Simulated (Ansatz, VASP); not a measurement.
FePb2O4 in VASP and in Ansatz

```
CELL_PARAMETERS angstrom
5.90594 0.00000 0.00000
0.00000 5.90594 0.00000
0.00000 0.00000 3.69434
ATOMIC_POSITIONS crystal
Fe 0.00000 0.00000 0.00000
Pb 0.00000 0.50000 0.50000
Pb 0.50000 0.00000 0.50000
O 0.79611 0.79611 0.16167
O 0.20389 0.20389 0.16167
O 0.20389 0.79611 0.83833
O 0.79611 0.20389 0.83833
```

Change from the starting cell: species swapped into the ZnGa2S4 type (P-42m, No. 111).

Alike in both runs: functional PBE; k mesh 4 × 4 × 6; occupations gaussian, width 0.1 eV; collinear spin.

Ansatz relaxed the structure, and its values are those at the end. VASP's run is a single point on that final structure, the one shown.

|  | VASP | Ansatz |
| --- | --- | --- |
| version | VASP 6.6.1 | Ansatz 0.2.0 |
| potentials or method | VASP PAW PBE potentials, release 64 (Fe, Pb_d, O), cutoff 600 eV | scalar-relativistic, plane waves, PAW |
| valence electrons in the cell | 60 | 68 |

|  | VASP | Ansatz | Ansatz less VASP |
| --- | --- | --- | --- |
| gap on the k mesh at the Fermi level (eV) | none | none | - |
| pressure (GPa) | 0.4 | 0.2 | -0.18 |
| rms of the force components (eV/Å) | 0.083 | 0.020 | -0.0629 |
| net moment per atom (μB) | 0.57 | 0.57 | +0.001 |
| size of the moment on the site where the two differ most (μB) | 2.93 | 2.65 | -0.282 |

Site moments also hang on the region over which each program counts them. A gap of «none» marks a metal or a gap that the smearing closes. The functional is the same, so the differences come from potentials, cutoffs and numerics. VASP's potentials hold 60 valence electrons a cell and Ansatz's 68, so a difference there can come from the potentials and not from the codes.

Neither program's run includes spin-orbit coupling.
